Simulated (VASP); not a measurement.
# GdN (Fm-3m) in VASP: a series of runs

Runs on GdN. Level: PBE. Tasks: single point.

All numbers are computed with VASP 6.6.1; they aren't measurements. Logs are shortened: lines on timing, memory, paths and dates and some standing lists are left out, and cuts for length are marked.

### 1 The cell of the first run

It takes space group Fm-3m (No. 225, cubic). The conventional cell has a = 4.981 Å, b = 4.981 Å, c = 4.981 Å, α = 90.00°, β = 90.00°, γ = 90.00°. Gd (site symmetry m-3m) has 6 N at 2.49 Å within 3.3 Å. N (site symmetry m-3m) has 6 Gd at 2.49 Å within 3.3 Å.

### 2 Single point, PBE, non-collinear spin, typed start, spin-orbit coupling

Input file INCAR:

```
SYSTEM = GdN
ALGO     = Normal         ! electronic algorithm
EDIFF    = 1E-6           ! SCF threshold, eV
ENCUT    = 520            ! plane-wave cutoff, eV
GGA      = PE             ! functional
GGA_COMPAT= .False.      
ISIF     = 2              ! what is computed and relaxed
ISMEAR   = -4             ! smearing method
LASPH    = .True.         ! aspherical terms in the spheres
LCHARG   = .True.         ! write CHGCAR
LMAXMIX  = 6              ! l up to which the mixer works
LORBIT   = 11             ! projections on sites
LORBMOM  = .True.       
LREAL    = .False.        ! projectors in reciprocal space
LSORBIT  = .True.         ! spin-orbit coupling
LVHAR    = .True.       
LWAVE    = .False.        ! write WAVECAR
MAGMOM   = 0 0 7 0 0 0    ! initial moments
NBANDS   = 35             ! bands
NELM     = 150            ! most SCF steps
PREC     = Accurate       ! precision mode
SIGMA    = 0.1            ! smearing width, eV
```

Input file KPOINTS:

```
k-points
0
Gamma
  12 12 12
  0 0 0
```

Input file POSCAR:

```
GdN
1.0
    0.0000000000      2.4907467938      2.4907467938
    2.4907467938      0.0000000000      2.4907467938
    2.4907467938      2.4907467938      0.0000000000
Gd N
1 1
Direct
    0.5000000000      0.5000000000      0.5000000000
    0.0000000000      0.0000000000      0.0000000000
```

Potentials or basis: VASP PAW PBE potentials, release 64 (Gd, N).

On the command line:

```
> cat potpaw_PBE.64/Gd/POTCAR potpaw_PBE.64/N/POTCAR > POTCAR
> mpirun -np 1 vasp_ncl > vasp.out
```

OUTCAR:

```text
SYSTEM = GdN
   EDIFF = 1E-6
   ENCUT = 520
   GGA = PE
   ISIF = 2
   ISMEAR = -4
   LASPH = .True.
   LORBIT = 11
   LREAL = .False.
   LSORBIT = .True.
   NELM = 150
   PREC = Accurate

 ion  position               nearest neighbor table
   1  0.500  0.500  0.500-   2 2.49   2 2.49   2 2.49   2 2.49   2 2.49   2 2.49
   2  0.000  0.000  0.000-   1 2.49   1 2.49   1 2.49   1 2.49   1 2.49   1 2.49

  LATTYP: Found a face centered cubic cell.
 ALAT       =     4.9814935876

  Lattice vectors:

 A1 = (   0.0000000000,   2.4907467938,   2.4907467938)
 A2 = (   2.4907467938,   0.0000000000,   2.4907467938)
 A3 = (   2.4907467938,   2.4907467938,   0.0000000000)

Analysis of symmetry for initial positions (statically):
=====================================================================
 Subroutine PRICEL returns:
 Original cell was already a primitive cell.

 Routine SETGRP: Setting up the symmetry group for a
 face centered cubic supercell.

 Subroutine GETGRP returns: Found 48 space group operations
 (whereof 48 operations were pure point group operations)
 out of a pool of 48 trial point group operations.

The static configuration has the point symmetry O_h .

Analysis of symmetry for dynamics (positions and initial velocities):
=====================================================================
 Subroutine PRICEL returns:
 Original cell was already a primitive cell.

 Routine SETGRP: Setting up the symmetry group for a
 face centered cubic supercell.

 Subroutine GETGRP returns: Found 48 space group operations
 (whereof 48 operations were pure point group operations)
 out of a pool of 48 trial point group operations.

The dynamic configuration has the point symmetry O_h .

Analysis of structural, dynamic, and magnetic symmetry:
=====================================================================
 Subroutine PRICEL returns:
 Original cell was already a primitive cell.

 Routine SETGRP: Setting up the symmetry group for a
 face centered cubic supercell.

 Subroutine GETGRP returns: Found  8 space group operations
 (whereof  8 operations were pure point group operations)
 out of a pool of 48 trial point group operations.

The overall configuration has the point symmetry C_4h.

 Subroutine INISYM returns: Found  8 space group operations
 (whereof  8 operations are pure point group operations),
 and found     1 'primitive' translations

----------------------------------------------------------------------------------------

                                     Primitive cell

  volume of cell :      30.9043

  direct lattice vectors                    reciprocal lattice vectors
     0.000000000  2.490746794  2.490746794    -0.200743007  0.200743007  0.200743007
     2.490746794  0.000000000  2.490746794     0.200743007 -0.200743007  0.200743007
     2.490746794  2.490746794  0.000000000     0.200743007  0.200743007 -0.200743007

  length of vectors
     3.522447896  3.522447896  3.522447896     0.347697087  0.347697087  0.347697087

  position of ions in fractional coordinates (direct lattice)
     0.500000000  0.500000000  0.500000000
     0.000000000  0.000000000  0.000000000

  ion indices of the primitive-cell ions
   primitive index   ion index
                 1           1
                 2           2

----------------------------------------------------------------------------------------

 KPOINTS: k-points

Automatic generation of k-mesh.
 Grid dimensions read from file:
 generate k-points for:   12   12   12

 Generating k-lattice:

  Cartesian coordinates                     Fractional coordinates (reciprocal lattice)
    -0.016728584  0.016728584  0.016728584     0.083333333  0.000000000  0.000000000
     0.016728584 -0.016728584  0.016728584     0.000000000  0.083333333  0.000000000
     0.016728584  0.016728584 -0.016728584     0.000000000  0.000000000  0.083333333

  Length of vectors
     0.028974757  0.028974757  0.028974757
[... 104 lines left out ...]
  free energy    TOTEN  =       -23.82691107 eV

  energy without entropy =      -23.82691107  energy(sigma->0) =      -23.82691107

 E-fermi :   3.9921     XC(G=0): -11.5952

 val. band max:        4.1846348530   @ k =   0.0000   0.0000   0.0000
 cond. band min:       3.7347261741   @ k =   0.0000   0.4167   0.4167
 fundamental gap:     -0.4499086789
 Fermi energy:         3.9920782716

 k-point     1 :       0.0000    0.0000    0.0000
  band No.  band energies     occupation
      1     -39.8153      1.00000
      2     -36.7378      1.00000
      3     -19.1306      1.00000
      4     -18.4142      1.00000
      5     -15.4838      1.00000
      6     -14.4488      1.00000
[... 901 lines left out ...]
     34       9.8802      0.00000
     35      10.2054      0.00000

 [... further k-points ...]

------------------------ aborting loop because EDIFF is reached ----------------------------------------

  FORCE on cell =-STRESS in cart. coord.  units (eV):
  Direction    XX          YY          ZZ          XY          YZ          ZX
  --------------------------------------------------------------------------------------
  -------------------------------------------------------------------------------------
  Total        0.0526764      0.0526764      0.0454671      0.0000002      0.0000000      0.0000000
  in kB        2.7309143      2.7309143      2.3571579      0.0000083      0.0000000      0.0000000
  external PRESSURE =       2.6063288 kB  Pullay stress =       0.0000000 kB

 VOLUME and BASIS-vectors are now :
 -----------------------------------------------------------------------------
  energy-cutoff  :      520.00
  volume of cell :       30.90
      direct lattice vectors                 reciprocal lattice vectors
     0.000000000  2.490746794  2.490746794    -0.200743007  0.200743007  0.200743007
     2.490746794  0.000000000  2.490746794     0.200743007 -0.200743007  0.200743007
     2.490746794  2.490746794  0.000000000     0.200743007  0.200743007 -0.200743007

 POSITION                                       TOTAL-FORCE (eV/Angst)
 -----------------------------------------------------------------------------------
      2.49075      2.49075      2.49075         0.000000     -0.000000      0.000000
      0.00000      0.00000      0.00000        -0.000000      0.000000      0.000000
 -----------------------------------------------------------------------------------
    total drift:                                0.000000      0.000000      0.000000

  FREE ENERGIE OF THE ION-ELECTRON SYSTEM (eV)
  ---------------------------------------------------
  free  energy   TOTEN  =       -23.8269110729 eV

  energy  without entropy=      -23.8269110729  energy(sigma->0) =      -23.82691107

 orbital moment (x)

 # of ion     p       d       f       tot
 ------------------------------------------------
  1         0.000  -0.000   0.000   0.000
  2        -0.000   0.000   0.000  -0.000
 ------------------------------------------------
           -0.000  -0.000   0.000   0.000

 orbital moment (y)

 # of ion     p       d       f       tot
 ------------------------------------------------
  1         0.000   0.000  -0.000   0.000
  2         0.000   0.000   0.000   0.000
 ------------------------------------------------
            0.000   0.000  -0.000   0.000

 orbital moment (z)

 # of ion     p       d       f       tot
 ------------------------------------------------
  1        -0.011  -0.005   0.028   0.012
  2         0.000   0.000   0.000   0.000
 ------------------------------------------------
           -0.011  -0.005   0.028   0.013

 Spin-Orbit-Coupling matrix elements

 Ion:    1  E_soc:     -1.2222611
 l=   1
     0.0000000    -0.1601839    -0.1602368
    -0.1601839     0.0000000    -0.1601839
    -0.1602368    -0.1601839     0.0000000
 l=   2
     0.0000000    -0.0002446     0.0000000    -0.0002446    -0.0012313
    -0.0002446     0.0000000    -0.0010117    -0.0002643    -0.0003354
     0.0000000    -0.0010117     0.0000000    -0.0010117     0.0000000
    -0.0002446    -0.0002643    -0.0010117     0.0000000    -0.0003354
    -0.0012313    -0.0003354     0.0000000    -0.0003354     0.0000000
 l=   3
     0.0000000    -0.0065649     0.0000000     0.0000000     0.0000000    -0.0065401    -0.0027215
    -0.0065649     0.0000000    -0.0109488     0.0000000    -0.0109488    -0.0011741    -0.0065649
     0.0000000    -0.0109488     0.0000000    -0.0258501    -0.0003629    -0.0108903     0.0000000
     0.0000000     0.0000000    -0.0258501     0.0000000    -0.0258501     0.0000000     0.0000000
     0.0000000    -0.0109488    -0.0003629    -0.0258501     0.0000000    -0.0108903     0.0000000
    -0.0065401    -0.0011741    -0.0108903     0.0000000    -0.0108903     0.0000000    -0.0065401
    -0.0027215    -0.0065649     0.0000000     0.0000000     0.0000000    -0.0065401     0.0000000

 Ion:    2  E_soc:     -0.0003721
 l=   1
     0.0000000    -0.0000578    -0.0000705
    -0.0000578     0.0000000    -0.0000578
    -0.0000705    -0.0000578     0.0000000
 l=   2
     0.0000000     0.0000000     0.0000000     0.0000000     0.0000000
     0.0000000     0.0000000     0.0000000     0.0000000     0.0000000
     0.0000000     0.0000000     0.0000000     0.0000000     0.0000000
     0.0000000     0.0000000     0.0000000     0.0000000     0.0000000
     0.0000000     0.0000000     0.0000000     0.0000000     0.0000000
 l=   3
     0.0000000     0.0000000     0.0000000     0.0000000     0.0000000     0.0000000     0.0000000
     0.0000000     0.0000000     0.0000000     0.0000000     0.0000000     0.0000000     0.0000000
     0.0000000     0.0000000     0.0000000     0.0000000     0.0000000     0.0000000     0.0000000
     0.0000000     0.0000000     0.0000000     0.0000000     0.0000000     0.0000000     0.0000000
     0.0000000     0.0000000     0.0000000     0.0000000     0.0000000     0.0000000     0.0000000
     0.0000000     0.0000000     0.0000000     0.0000000     0.0000000     0.0000000     0.0000000
     0.0000000     0.0000000     0.0000000     0.0000000     0.0000000     0.0000000     0.0000000

 total charge

# of ion       s       p       d       f       tot
--------------------------------------------------
    1        2.034   5.684   0.535   6.999  15.252
    2        1.250   2.384   0.000   0.000   3.634
--------------------------------------------------
tot          3.284   8.068   0.535   6.999  18.886

 magnetization (x)

# of ion       s       p       d       f       tot
--------------------------------------------------
    1        0.000   0.000   0.000   0.000   0.000
    2        0.000   0.000   0.000   0.000   0.000
--------------------------------------------------
tot          0.000   0.000   0.000   0.000   0.000

 magnetization (y)

# of ion       s       p       d       f       tot
--------------------------------------------------
    1        0.000   0.000   0.000   0.000   0.000
    2        0.000   0.000   0.000   0.000   0.000
--------------------------------------------------
tot          0.000   0.000   0.000   0.000   0.000

 magnetization (z)

# of ion       s       p       d       f       tot
--------------------------------------------------
    1       -0.005  -0.076   0.084   6.762   6.764
    2       -0.007  -0.078   0.000   0.000  -0.084
--------------------------------------------------
tot         -0.012  -0.154   0.084   6.762   6.680
```

Wall time 43 min (1 thread of Intel Xeon 6975P-C (Granite Rapids), shared host); peak memory 0.6 GiB.

What came out:

* Free energy: -23.8269 eV
* Pressure: 0.3 GPa
* Net moment: 6.96 μB per cell
* Valence electrons inside the program's atomic spheres: Gd 15.25; N 3.63

Moments on the atoms (μB; x, y, z):
```
Gd   0.00  0.00  6.76
N    0.00  0.00 -0.08
```

Caveat: a cell with one magnetic atom can't hold antiferromagnetic order, which such compounds often take; semilocal functionals describe open f shells poorly, which spoils levels, moments and volumes. The state reached can hang on the start; a lower one may exist.

### 3 Single point, PBE, non-collinear spin, typed start, spin-orbit coupling

Input file INCAR:

```
SYSTEM = GdN
ALGO     = Normal         ! electronic algorithm
EDIFF    = 1E-7           ! SCF threshold, eV
ENCUT    = 520            ! plane-wave cutoff, eV
GGA      = PE             ! functional
GGA_COMPAT= .FALSE.      
ISIF     = 2              ! what is computed and relaxed
ISMEAR   = 0              ! smearing method
LASPH    = .TRUE.         ! aspherical terms in the spheres
LCHARG   = .FALSE.        ! write CHGCAR
LMAXMIX  = 6              ! l up to which the mixer works
LORBIT   = 11             ! projections on sites
LORBMOM  = .TRUE.       
LREAL    = .FALSE.        ! projectors in reciprocal space
LSORBIT  = .TRUE.         ! spin-orbit coupling
LWAVE    = .FALSE.        ! write WAVECAR
MAGMOM   = 0 0 7 0 0 0    ! initial moments
NBANDS   = 35             ! bands
NELM     = 150            ! most SCF steps
PREC     = Accurate       ! precision mode
SIGMA    = 0.05           ! smearing width, eV
```

Input file KPOINTS:

```
k-points
0
G
  12 12 12
  0 0 0
```

POSCAR is that of step 2.

Potentials or basis: VASP PAW PBE potentials, release 64 (Gd, N).

On the command line:

```
> cat potpaw_PBE.64/Gd/POTCAR potpaw_PBE.64/N/POTCAR > POTCAR
> mpirun -np 1 vasp_ncl > vasp.out
```

OUTCAR:

```text
SYSTEM = GdN
   EDIFF = 1E-7
   ENCUT = 520
   GGA = PE
   ISIF = 2
   ISMEAR = 0
   LASPH = .TRUE.
   LORBIT = 11
   LREAL = .FALSE.
   LSORBIT = .TRUE.
   NELM = 150
   PREC = Accurate

 ion  position               nearest neighbor table
   1  0.500  0.500  0.500-   2 2.49   2 2.49   2 2.49   2 2.49   2 2.49   2 2.49
   2  0.000  0.000  0.000-   1 2.49   1 2.49   1 2.49   1 2.49   1 2.49   1 2.49

  LATTYP: Found a face centered cubic cell.
 ALAT       =     4.9814935876
[... 1212 lines left out ...]
 l=   3
     0.0000000     0.0000000     0.0000000     0.0000000     0.0000000     0.0000000     0.0000000
     0.0000000     0.0000000     0.0000000     0.0000000     0.0000000     0.0000000     0.0000000
     0.0000000     0.0000000     0.0000000     0.0000000     0.0000000     0.0000000     0.0000000
     0.0000000     0.0000000     0.0000000     0.0000000     0.0000000     0.0000000     0.0000000
     0.0000000     0.0000000     0.0000000     0.0000000     0.0000000     0.0000000     0.0000000
     0.0000000     0.0000000     0.0000000     0.0000000     0.0000000     0.0000000     0.0000000
     0.0000000     0.0000000     0.0000000     0.0000000     0.0000000     0.0000000     0.0000000

 total charge

# of ion       s       p       d       f       tot
--------------------------------------------------
    1        2.034   5.684   0.535   6.999  15.252
    2        1.250   2.383   0.000   0.000   3.634
--------------------------------------------------
tot          3.284   8.068   0.535   6.999  18.886

 magnetization (x)

# of ion       s       p       d       f       tot
--------------------------------------------------
    1        0.000   0.000   0.000   0.000   0.000
    2        0.000   0.000   0.000   0.000   0.000
--------------------------------------------------
tot          0.000   0.000   0.000   0.000   0.000

 magnetization (y)

# of ion       s       p       d       f       tot
--------------------------------------------------
    1        0.000   0.000   0.000   0.000   0.000
    2        0.000   0.000   0.000   0.000   0.000
--------------------------------------------------
tot          0.000   0.000   0.000   0.000   0.000

 magnetization (z)

# of ion       s       p       d       f       tot
--------------------------------------------------
    1       -0.005  -0.076   0.084   6.762   6.764
    2       -0.007  -0.078   0.000   0.000  -0.085
--------------------------------------------------
tot         -0.012  -0.154   0.084   6.762   6.679
```

stdout:

```text
POSCAR found type information on POSCAR GdN
 POSCAR found :  2 types and       2 ions
 scaLAPACK will be used
 LDA part: xc-table for (Slater+PW92), standard interpolation
 POSCAR, INCAR and KPOINTS ok, starting setup
 FFT: planning ... GRIDC
 FFT: planning ... GRID_SOFT
 FFT: planning ... GRID
 WAVECAR not read
 entering main loop
```

It took 41 min on 1 thread of Intel Xeon 6975P-C (Granite Rapids), shared host; peak memory 0.59 GiB.

Results:

| Quantity | Value |
| --- | --- |
| Free energy | -23.8283 eV |
| Pressure | 0.3 GPa |
| Net moment | 6.96 μB per cell |
| Valence electrons inside the program's atomic spheres | Gd 15.25; N 3.63 |

Moments on the atoms (μB; x, y, z):
```
Gd   0.00  0.00  6.76
N    0.00  0.00 -0.09
```

Caveat: a cell with one magnetic atom can't hold antiferromagnetic order, which such compounds often take; semilocal functionals describe open f shells poorly, which spoils levels, moments and volumes. The state reached can hang on the start; a lower one may exist.
